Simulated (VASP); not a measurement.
# TiO2 (P4_2/mnm) in VASP: a series of runs

Runs on TiO2. Level: PBE. Tasks: electric field gradients.

Everything below comes from runs of VASP 6.6.1. Logs are shortened: lines on timing, memory, paths and dates and some standing lists are left out, and cuts for length are marked.

### Step 1. The cell of the first run

Symmetry: P4_2/mnm, No. 136, tetragonal system. Conventional cell: a = 4.594 Å, b = 4.594 Å, c = 2.989 Å, α = 90.00°, β = 90.00°, γ = 90.00°. Within 2.6 Å of Ti (site symmetry mmm) lie 6 O at 1.95 to 1.99 Å. Within 2.6 Å of O (site symmetry m2m) lie 3 Ti at 1.95 to 1.99 Å and 1 O at 2.52 Å.

### Step 2. Electric field gradients, PBE (zz strain of +1 %)

Contents of INCAR:

```
  PREC = Accurate
  ENCUT = 520
  EDIFF = 1E-8
  ISMEAR = -1
  SIGMA = 0.05
  LREAL = False
  LASPH = True
  NELM = 100
  ALGO = Normal
  ISIF = 2
  LWAVE = False
  LCHARG = False
  GGA = PE
  LEFG = True
  NBANDS = 33
```

Contents of KPOINTS:

```
Automatic mesh
0
Gamma
  7 7 10
```

Contents of POSCAR:

```
TiO2
1.0
    4.5940000000      0.0000000000      0.0000000000
    0.0000000000      4.5940000000      0.0000000000
    0.0000000000      0.0000000000      2.9885900000
Ti O
2 4
Direct
    0.0000000000      0.0000000000      0.0000000000
    0.5000000000      0.5000000000      0.5000000000
    0.3060000000      0.3060000000      0.0000000000
    0.1940000000      0.8060000000      0.5000000000
    0.6940000000      0.6940000000      0.0000000000
    0.8060000000      0.1940000000      0.5000000000
```

Potentials or basis: VASP PAW PBE potentials, release 64 (Ti_sv, O).

Launch:

```console
$ cat potpaw_PBE.64/Ti_sv/POTCAR potpaw_PBE.64/O/POTCAR > POTCAR
$ mpirun -np 1 vasp_std > vasp.out
```

OUTCAR:

```text
PREC = Accurate
   ENCUT = 520
   EDIFF = 1E-8
   ISMEAR = -1
   LREAL = False
   LASPH = True
   NELM = 100
   ISIF = 2
   GGA = PE

 ion  position               nearest neighbor table
   1  0.000  0.000  0.000-   4 1.95   6 1.95   4 1.95   6 1.95   5 1.99   3 1.99
   2  0.500  0.500  0.500-   3 1.95   5 1.95   3 1.95   5 1.95   4 1.99   6 1.99
   3  0.306  0.306  0.000-   2 1.95   2 1.95   1 1.99
   4  0.194  0.806  0.500-   1 1.95   1 1.95   2 1.99
   5  0.694  0.694  0.000-   2 1.95   2 1.95   1 1.99
   6  0.806  0.194  0.500-   1 1.95   1 1.95   2 1.99

  LATTYP: Found a simple tetragonal cell.
 ALAT       =     4.5940000000
 C/A-ratio  =     0.6505420113

  Lattice vectors:

 A1 = (   4.5940000000,   0.0000000000,   0.0000000000)
 A2 = (   0.0000000000,   4.5940000000,   0.0000000000)
 A3 = (   0.0000000000,   0.0000000000,   2.9885900000)

Analysis of symmetry for initial positions (statically):
=====================================================================
 Subroutine PRICEL returns:
 Original cell was already a primitive cell.

 Routine SETGRP: Setting up the symmetry group for a
 simple tetragonal supercell.

 Subroutine GETGRP returns: Found 16 space group operations
 (whereof  8 operations were pure point group operations)
 out of a pool of 16 trial point group operations.

The static configuration has the point symmetry D_2h.
 The point group associated with its full space group is D_4h.

Analysis of symmetry for dynamics (positions and initial velocities):
=====================================================================
 Subroutine PRICEL returns:
 Original cell was already a primitive cell.

 Routine SETGRP: Setting up the symmetry group for a
 simple tetragonal supercell.

 Subroutine GETGRP returns: Found 16 space group operations
 (whereof  8 operations were pure point group operations)
 out of a pool of 16 trial point group operations.

The dynamic configuration has the point symmetry D_2h.
 The point group associated with its full space group is D_4h.

 Subroutine INISYM returns: Found 16 space group operations
 (whereof  8 operations are pure point group operations),
 and found     1 'primitive' translations

----------------------------------------------------------------------------------------

                                     Primitive cell

  volume of cell :      63.0737

  direct lattice vectors                    reciprocal lattice vectors
     4.594000000  0.000000000  0.000000000     0.217675229  0.000000000  0.000000000
     0.000000000  4.594000000  0.000000000     0.000000000  0.217675229  0.000000000
     0.000000000  0.000000000  2.988590000     0.000000000  0.000000000  0.334605951

  length of vectors
     4.594000000  4.594000000  2.988590000     0.217675229  0.217675229  0.334605951

  position of ions in fractional coordinates (direct lattice)
     0.000000000  0.000000000  0.000000000
     0.500000000  0.500000000  0.500000000
     0.306000000  0.306000000  0.000000000
     0.194000000  0.806000000  0.500000000
     0.694000000  0.694000000  0.000000000
     0.806000000  0.194000000  0.500000000

  ion indices of the primitive-cell ions
   primitive index   ion index
                 1           1
                 2           2
                 3           3
                 4           4
                 5           5
                 6           6

----------------------------------------------------------------------------------------

 KPOINTS: Automatic mesh

Automatic generation of k-mesh.
 Grid dimensions read from file:
 generate k-points for:    7    7   10

 Generating k-lattice:

[... 49 lines left out ...]
   NGX,Y,Z   is equivalent  to a cutoff of  13.03, 13.03, 13.35 a.u.
   NGXF,Y,Z  is equivalent  to a cutoff of  26.06, 26.06, 26.70 a.u.
 SYSTEM =  unknown system
   PREC   = accura    normal or accurate (medium, high low for compatibility)
   ISTART =      0    job   : 0-new  1-cont  2-samecut
   ICHARG =      2    charge: 1-file 2-atom 10-const
   ISPIN  =      1    spin polarized calculation?
   LNONCOLLINEAR =      F non collinear calculations
   LSORBIT =      F    spin-orbit coupling
   LASPH  =      T    aspherical Exc in radial PAW
   ENCUT  =  520.0 eV  38.22 Ry    6.18 a.u.   8.54  8.54  5.56*2*pi/ulx,y,z
   NELM   =    100;   NELMIN=  2; NELMDL= -5     # of ELM steps
   EDIFF  = 0.1E-07   stopping-criterion for ELM
   LREAL  =      F    real-space projection
   EDIFFG = 0.1E-06   stopping-criterion for IOM
   NSW    =      0    number of steps for IOM
   IBRION =     -1    ionic relax: 0-MD 1-quasi-New 2-CG
   NFREE  =      0    steps in history (QN), initial steepest desc. (CG)
   ISIF   =      2    stress and relaxation
   ISYM   =      2    0-nonsym 1-usesym 2-fastsym
   POTIM  = 0.5000    time-step for ionic-motion
   TEBEG  =    0.0;   TEEND  =   0.0 temperature during run
   PSTRESS=    0.0 pullay stress
   NELECT =      48.0000    total number of electrons
   NUPDOWN=      -1.0000    fix difference up-down
   EMIN   =  10.00;   EMAX   =-10.00  energy-range for DOS
   EFERMI =   0.00;   METHOD = LEGACY
   ISMEAR =    -1;   SIGMA  =   0.05  broadening in eV -4-tet -1-fermi 0-gaus
   EFERMI_NEDOS =   21; number of points for ismear=-14 and -15
   IALGO  =     38    algorithm
   IMIX   =      4    mixing-type and parameters
     AMIX     =   0.40;   BMIX     =  1.00
     AMIX_MAG =   1.60;   BMIX_MAG =  1.00
  volume/ion in A,a.u.               =      10.51        70.94
  Fermi-wavevector in a.u.,A,eV,Ry     =   1.494649  2.824477 30.395073  2.233975
  Thomas-Fermi vector in A             =   2.606895
   LORBIT       =      0    0 simple, 1 ext, 2 COOP (PROOUT), +10 PAW based schemes
   GGA     = PE    functional components
   LHFCALC =     F    Hartree Fock is set to
   AEXX    =    0.0000 exact exchange contribution
   IVDW    =     0    specifies the selected vdW correction
   LEPSILON=     F    determine dielectric tensor
   LRPA    =     F    only Hartree local field effects (RPA)
 non-spin polarized calculation
  energy-cutoff  :      520.00
  volume of cell :       63.07
 maximum number of plane-waves:      1714
 NGX is ok and might be reduce to    36
   NGX = 17   NGY = 17   NGZ = 11

 number of electron      48.0000028 magnetization

 Free energy of the ion-electron system (eV)
  ---------------------------------------------------
  ext. energy  EPLUGINS =         0.00000000
  ---------------------------------------------------
  free energy    TOTEN  =       -53.65375056 eV

  energy without entropy =      -53.65375056  energy(sigma->0) =      -53.65375056

 E-fermi :   5.6533     XC(G=0): -11.3590

 val. band max:        4.7587109942   @ k =   0.0000   0.0000   0.0000
 cond. band min:       6.6219820947   @ k =   0.0000   0.0000   0.0000
 fundamental gap:      1.8632711005
 Fermi energy:         5.6532852938

 k-point     1 :       0.0000    0.0000    0.0000
  band No.  band energies     occupation
      1     -52.2062      2.00000
      2     -52.1897      2.00000
      3     -28.5055      2.00000
      4     -28.5055      2.00000
      5     -28.3447      2.00000
      6     -28.3447      2.00000
[... 853 lines left out ...]
     32      10.0628      0.00000
     33      10.9603      0.00000

 [... further k-points ...]
[... 5 lines left out ...]
  --------------------------------------------------------------------------------------
  -------------------------------------------------------------------------------------
  Total        1.7569014      1.7569014      0.2868469      0.0000000      0.0000000      0.0000000
  in kB       44.6282291     44.6282291      7.2863890      0.0000000      0.0000000      0.0000000
  external PRESSURE =      32.1809491 kB  Pullay stress =       0.0000000 kB

 VOLUME and BASIS-vectors are now :
 -----------------------------------------------------------------------------
  energy-cutoff  :      520.00
  volume of cell :       63.07
      direct lattice vectors                 reciprocal lattice vectors
     4.594000000  0.000000000  0.000000000     0.217675229  0.000000000  0.000000000
     0.000000000  4.594000000  0.000000000     0.000000000  0.217675229  0.000000000
     0.000000000  0.000000000  2.988590000     0.000000000  0.000000000  0.334605951

 POSITION                                       TOTAL-FORCE (eV/Angst)
 -----------------------------------------------------------------------------------
      0.00000      0.00000      0.00000         0.000000      0.000000      0.000000
      2.29700      2.29700      1.49429         0.000000      0.000000      0.000000
      1.40576      1.40576      0.00000        -0.141794     -0.141794      0.000000
      0.89124      3.70276      1.49429         0.141794     -0.141794      0.000000
      3.18824      3.18824      0.00000         0.141794      0.141794     -0.000000
      3.70276      0.89124      1.49429        -0.141794      0.141794     -0.000000
 -----------------------------------------------------------------------------------
    total drift:                               -0.000000      0.000000      0.000000

  FREE ENERGIE OF THE ION-ELECTRON SYSTEM (eV)
  ---------------------------------------------------
  free  energy   TOTEN  =       -53.6537505582 eV

  energy  without entropy=      -53.6537505577  energy(sigma->0) =      -53.65375056

 Electric field gradients (V/A^2)
---------------------------------------------------------------------
 ion       V_xx      V_yy      V_zz      V_xy      V_xz      V_yz
---------------------------------------------------------------------
   1      11.859    11.859   -23.718     1.067     0.000     0.000
   2      11.859    11.859   -23.718    -1.067     0.000    -0.000
   3       0.127     0.127    -0.254    21.675     0.000     0.000
   4       0.127     0.127    -0.254   -21.675    -0.000    -0.000
   5       0.127     0.127    -0.254    21.675    -0.000    -0.000
   6       0.127     0.127    -0.254   -21.675     0.000    -0.000
---------------------------------------------------------------------

 Electric field gradients after diagonalization (V/A^2)
 (convention: |V_zz| > |V_xx| > |V_yy|)
----------------------------------------------------------------------
 ion       V_xx      V_yy      V_zz     asymmetry (V_yy - V_xx)/ V_zz
----------------------------------------------------------------------
   1      12.926    10.792   -23.718       0.090
   2      12.926    10.792   -23.718       0.090
   3     -21.548    -0.254    21.802       0.977
   4     -21.548    -0.254    21.802       0.977
   5     -21.548    -0.254    21.802       0.977
   6     -21.548    -0.254    21.802       0.977
----------------------------------------------------------------------

           NMR quadrupolar parameters

 Cq : quadrupolar parameter    Cq=e*Q*V_zz/h
 eta: asymmetry parameters     (V_yy - V_xx)/ V_zz
 Q  : nuclear electric quadrupole moment in mb (millibarn)
----------------------------------------------------------------------
 ion       Cq(MHz)       eta       Q (mb)
----------------------------------------------------------------------
   1      -0.057       0.090       1.000
   2      -0.057       0.090       1.000
   3       0.053       0.977       1.000
   4       0.053       0.977       1.000
   5       0.053       0.977       1.000
   6       0.053       0.977       1.000
----------------------------------------------------------------------
```

It took 61 s on 1 thread of Intel Xeon 6975P-C (Granite Rapids), shared host; peak memory 0.23 GiB.

What came out:

| Property | Result |
| --- | --- |
| Free energy | -53.6538 eV |
| Pressure | 3.2 GPa |
| Largest force | 0.201 eV/Å |
| Band gap on the k mesh | 1.86 eV, direct |

Forces in eV/Å, atoms in the order of the input:
```
Ti   0.000  0.000  0.000
Ti   0.000  0.000  0.000
O   -0.142 -0.142  0.000
O    0.142 -0.142  0.000
O    0.142  0.142  0.000
O   -0.142  0.142  0.000
```

Electric field gradients, principal values (V/Å²):
```csv
atom,least,middle,greatest (by size)
1 Ti,10.792,12.926,-23.718
2 Ti,10.792,12.926,-23.718
3 O,-0.254,-21.548,21.802
4 O,-0.254,-21.548,21.802
5 O,-0.254,-21.548,21.802
6 O,-0.254,-21.548,21.802
```

Caveat: the cell differs from its parent crystal (zz strain of +1 %); without QUAD_EFG the Cq values of the log hold for a quadrupole moment of 1 mb, not for the nuclei.

### Step 3. Electric field gradients, PBE (zz strain of +3 %)

Contents of INCAR:

```
ALGO = Normal ; EDIFF = 1E-8
ENCUT = 520 ; GGA = PE
ISIF = 2 ; ISMEAR = -1
LASPH = True ; LCHARG = False
LEFG = True ; LREAL = False
LWAVE = False ; NBANDS = 33
NELM = 80 ; PREC = Accurate
SIGMA = 0.05
```

Contents of KPOINTS:

```
k-points
0
Gamma
  7 7 10
```

Changes to POSCAR since step 2:

```diff
@@ -4,3 +4,3 @@
     0.0000000000      4.5940000000      0.0000000000
-    0.0000000000      0.0000000000      2.9885900000
+    0.0000000000      0.0000000000      3.0477700000
 Ti O
```

Potentials or basis: VASP PAW PBE potentials, release 64 (Ti_sv, O).

Launch:

```console
$ cat potpaw_PBE.64/Ti_sv/POTCAR potpaw_PBE.64/O/POTCAR > POTCAR
$ mpirun -np 1 vasp_std > vasp.out
```

OUTCAR:

```text
EDIFF = 1E-8
   ENCUT = 520
   GGA = PE
   ISIF = 2
   ISMEAR = -1
   LASPH = True
   LREAL = False
   NELM = 80
   PREC = Accurate

 ion  position               nearest neighbor table
   1  0.000  0.000  0.000-   4 1.98   6 1.98   4 1.98   6 1.98   5 1.99   3 1.99
   2  0.500  0.500  0.500-   3 1.98   5 1.98   3 1.98   5 1.98   4 1.99   6 1.99
   3  0.306  0.306  0.000-   2 1.98   2 1.98   1 1.99
   4  0.194  0.806  0.500-   1 1.98   1 1.98   2 1.99
   5  0.694  0.694  0.000-   2 1.98   2 1.98   1 1.99
   6  0.806  0.194  0.500-   1 1.98   1 1.98   2 1.99

  LATTYP: Found a simple tetragonal cell.
 ALAT       =     4.5940000000
 C/A-ratio  =     0.6634240313

  Lattice vectors:

 A1 = (   4.5940000000,   0.0000000000,   0.0000000000)
 A2 = (   0.0000000000,   4.5940000000,   0.0000000000)
 A3 = (   0.0000000000,   0.0000000000,   3.0477700000)

Analysis of symmetry for initial positions (statically):
=====================================================================
 Subroutine PRICEL returns:
 Original cell was already a primitive cell.

 Routine SETGRP: Setting up the symmetry group for a
 simple tetragonal supercell.

 Subroutine GETGRP returns: Found 16 space group operations
 (whereof  8 operations were pure point group operations)
 out of a pool of 16 trial point group operations.

The static configuration has the point symmetry D_2h.
 The point group associated with its full space group is D_4h.

Analysis of symmetry for dynamics (positions and initial velocities):
=====================================================================
 Subroutine PRICEL returns:
 Original cell was already a primitive cell.
[... 1044 lines left out ...]
  Total        0.4502184      0.4502184     -3.3334820      0.0000000      0.0000000      0.0000000
  in kB       11.2142346     11.2142346    -83.0318132      0.0000000      0.0000000      0.0000000
  external PRESSURE =     -20.2011147 kB  Pullay stress =       0.0000000 kB

 VOLUME and BASIS-vectors are now :
 -----------------------------------------------------------------------------
  energy-cutoff  :      520.00
  volume of cell :       64.32
      direct lattice vectors                 reciprocal lattice vectors
     4.594000000  0.000000000  0.000000000     0.217675229  0.000000000  0.000000000
     0.000000000  4.594000000  0.000000000     0.000000000  0.217675229  0.000000000
     0.000000000  0.000000000  3.047770000     0.000000000  0.000000000  0.328108748

 POSITION                                       TOTAL-FORCE (eV/Angst)
 -----------------------------------------------------------------------------------
      0.00000      0.00000      0.00000         0.000000      0.000000      0.000000
      2.29700      2.29700      1.52388         0.000000      0.000000      0.000000
      1.40576      1.40576      0.00000        -0.078251     -0.078251      0.000000
      0.89124      3.70276      1.52388         0.078251     -0.078251      0.000000
      3.18824      3.18824      0.00000         0.078251      0.078251     -0.000000
      3.70276      0.89124      1.52388        -0.078251      0.078251     -0.000000
 -----------------------------------------------------------------------------------
    total drift:                               -0.000000      0.000000      0.000000

  FREE ENERGIE OF THE ION-ELECTRON SYSTEM (eV)
  ---------------------------------------------------
  free  energy   TOTEN  =       -53.6252355694 eV

  energy  without entropy=      -53.6252355685  energy(sigma->0) =      -53.62523557

 Electric field gradients (V/A^2)
---------------------------------------------------------------------
 ion       V_xx      V_yy      V_zz      V_xy      V_xz      V_yz
---------------------------------------------------------------------
   1       9.930     9.930   -19.859    -9.796    -0.000    -0.000
   2       9.930     9.930   -19.859     9.796    -0.000    -0.000
   3      -1.522    -1.522     3.043    22.421     0.000     0.000
   4      -1.522    -1.522     3.043   -22.421    -0.000    -0.000
   5      -1.522    -1.522     3.043    22.421    -0.000     0.000
   6      -1.522    -1.522     3.043   -22.421     0.000    -0.000
---------------------------------------------------------------------

 Electric field gradients after diagonalization (V/A^2)
 (convention: |V_zz| > |V_xx| > |V_yy|)
----------------------------------------------------------------------
 ion       V_xx      V_yy      V_zz     asymmetry (V_yy - V_xx)/ V_zz
----------------------------------------------------------------------
   1      19.726     0.133   -19.859       0.987
   2      19.726     0.133   -19.859       0.987
   3      20.900     3.043   -23.943       0.746
   4      20.900     3.043   -23.943       0.746
   5      20.900     3.043   -23.943       0.746
   6      20.900     3.043   -23.943       0.746
----------------------------------------------------------------------

           NMR quadrupolar parameters

 Cq : quadrupolar parameter    Cq=e*Q*V_zz/h
 eta: asymmetry parameters     (V_yy - V_xx)/ V_zz
 Q  : nuclear electric quadrupole moment in mb (millibarn)
----------------------------------------------------------------------
 ion       Cq(MHz)       eta       Q (mb)
----------------------------------------------------------------------
   1      -0.048       0.987       1.000
   2      -0.048       0.987       1.000
   3      -0.058       0.746       1.000
   4      -0.058       0.746       1.000
   5      -0.058       0.746       1.000
   6      -0.058       0.746       1.000
----------------------------------------------------------------------
```

stdout:

```text
POSCAR found type information on POSCAR TiO
 POSCAR found :  2 types and       6 ions
 scaLAPACK will be used
 LDA part: xc-table for (Slater+PW92), standard interpolation
 POSCAR, INCAR and KPOINTS ok, starting setup
 FFT: planning ... GRIDC
 FFT: planning ... GRID_SOFT
 FFT: planning ... GRID
 WAVECAR not read
 entering main loop
ion   1

ion   2

ion   3

ion   4

ion   5

ion   6
```

Wall time 62 s (1 thread of Intel Xeon 6975P-C (Granite Rapids), shared host); peak memory 0.23 GiB.

Results:

| Property | Result |
| --- | --- |
| Free energy | -53.6252 eV |
| Pressure | -2.0 GPa |
| Largest force | 0.111 eV/Å |
| Band gap on the k mesh | 1.78 eV, direct |

Forces on the atoms (eV/Å):
```
Ti   0.000  0.000  0.000
Ti   0.000  0.000  0.000
O   -0.078 -0.078  0.000
O    0.078 -0.078  0.000
O    0.078  0.078  0.000
O   -0.078  0.078  0.000
```

Stress tensor (GPa, compression positive):
```
 1.12  0.00  0.00
 0.00  1.12  0.00
 0.00  0.00 -8.30
```

Electric field gradients, principal values (V/Å²):
| atom | least | middle | greatest (by size) |
| --- | --- | --- | --- |
| 1 Ti | 0.133 | 19.726 | -19.859 |
| 2 Ti | 0.133 | 19.726 | -19.859 |
| 3 O | 3.043 | 20.900 | -23.943 |
| 4 O | 3.043 | 20.900 | -23.943 |
| 5 O | 3.043 | 20.900 | -23.943 |
| 6 O | 3.043 | 20.900 | -23.943 |

Caveat: the cell differs from its parent crystal (zz strain of +3 %); without QUAD_EFG the Cq values of the log hold for a quadrupole moment of 1 mb, not for the nuclei.

(Part 1 of 2 ends here.)
